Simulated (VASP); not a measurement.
Set up this calculation in VASP 6.6.1, as the native input.

- Task: single point
- Functional: PBE
- Potentials or basis: VASP PAW PBE potentials, release 64 (Rb_sv, Y_sv, Sc_sv)
- Cutoff: 520 eV
- k mesh: 4 × 4 × 2
- Occupations: gaussian, width 0.1 eV
- Spin: no spin polarisation
- Dipole correction: no
- Further INCAR settings: ALGO = Normal; EDIFF = 1e-06; NBANDS = 40

The structure of RbYSc lies in POSCAR:

```
RbYSc
1.0
    4.0259650700      0.0000000000      0.0000000000
    0.0000000000      4.0259650700      0.0000000000
    0.0000000000      0.0000000000      9.2063204300
Rb Y Sc
2 2 2
Direct
    0.5000000000      0.0000000000      0.6787679800
    0.0000000000      0.5000000000      0.3212320200
    0.0000000000      0.0000000000      0.0000000000
    0.5000000000      0.5000000000      0.0000000000
    0.0000000000      0.5000000000      0.8597679700
    0.5000000000      0.0000000000      0.1402320300
```

These files were run (other wordings do the same):

INCAR

```
SYSTEM = RbYSc
PREC = Accurate
ENCUT = 520
EDIFF = 1E-6
ISMEAR = 0
SIGMA = 0.1
LREAL = .False.
LASPH = .True.
NELM = 100
ALGO = Normal
ISIF = 2
LWAVE = .False.
LCHARG = .False.
GGA = PE
NBANDS = 40
```

KPOINTS

```
Automatic mesh
0
Gamma
  4 4 2
  0 0 0
```

Potentials or basis: VASP PAW PBE potentials, release 64 (Rb_sv, Y_sv, Sc_sv).

Command:

```console
$ cat potpaw_PBE.64/Rb_sv/POTCAR potpaw_PBE.64/Y_sv/POTCAR potpaw_PBE.64/Sc_sv/POTCAR > POTCAR
$ mpirun -np 1 vasp_std > vasp.out
```

It gave:

```
Pressure               : 30.8 GPa
Largest force          : 4.606 eV/Å
Band gap on the k mesh : zero (band 31 reaches 4.37 eV, above the bottom of band 32 at 3.90 eV)
```

Caveat: the k points lie up to 0.39 Å⁻¹ apart; forces of over 1 eV/Å act on the atoms, so gaps and moduli don't describe the material at rest.

It took 97 s on 1 thread of Intel(R) Xeon(R) Platinum 8488C (Sapphire Rapids), on a shared host, peak memory 0.28 GiB.
